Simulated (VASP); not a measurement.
Write the native input for VASP 6.6.1 that does the following.

```yaml
Task: single point
Functional: PBE
Dispersion: D3(BJ)
Potentials_or_basis: VASP PAW PBE potentials, release 64 (C)
Cutoff: 520 eV
k_mesh: 12 × 12 × 1
Occupations: gaussian, width 0.05 eV
Spin: no spin polarisation
Dipole_correction: yes
Further_INCAR_settings: ALGO = Normal; EDIFF = 1e-07; NBANDS = 21
```

The structure of C lies in POSCAR:

```
C
1.0
    2.4650495083      0.0000000000      0.0000000000
   -1.2325247541      2.1347954958      0.0000000000
    0.0000000000      0.0000000000     23.6987123425
C
6
Direct
    0.6666666667      0.3333333333      0.3586692761
    0.3333333333      0.6666666667      0.3587372125
    0.3333333333      0.6666666667      0.4999660318
    0.0000000000      0.0000000000      0.5000339682
    0.0000000000      0.0000000000      0.6412627875
    0.6666666667      0.3333333333      0.6413307239
```

These files were run (other wordings do the same):

INCAR

```
SYSTEM = C
PREC     = Accurate       ! precision mode
ENCUT    = 520            ! plane-wave cutoff, eV
EDIFF    = 1E-7           ! SCF threshold, eV
ISMEAR   = 0              ! smearing method
SIGMA    = 0.05           ! smearing width, eV
LREAL    = .False.        ! projectors in reciprocal space
LASPH    = .True.         ! aspherical terms in the spheres
NELM     = 80             ! most SCF steps
ALGO     = Normal         ! electronic algorithm
ISIF     = 2              ! what is computed and relaxed
LWAVE    = .False.        ! write WAVECAR
LCHARG   = .True.         ! write CHGCAR
LDIPOL   = .True.       
IDIPOL   = 3            
DIPOL    = 0.5 0.5 0.500
GGA      = PE             ! functional
IVDW     = 12             ! dispersion correction
LELF     = .True.         ! ELF
LVHAR    = .True.       
LVACPOTAV= .True.       
NBANDS   = 21             ! bands
```

KPOINTS

```
regular mesh
0
Gamma
  12 12 1
  0 0 0
```

Potentials or basis: VASP PAW PBE potentials, release 64 (C).

Run with:

```console
$ cat potpaw_PBE.64/C/POTCAR > POTCAR
$ mpirun -np 1 vasp_std > vasp.out
```

It gave:

| Property | Result |
| --- | --- |
| Largest force | 0.017 eV/Å |
| Band gap on the k mesh | 0.02 eV, direct |
| Dispersion energy per atom | -0.132 eV |

Run time: 53 s on 1 thread of Intel(R) Xeon(R) Platinum 8488C (Sapphire Rapids) (shared host), peak memory 0.23 GiB.
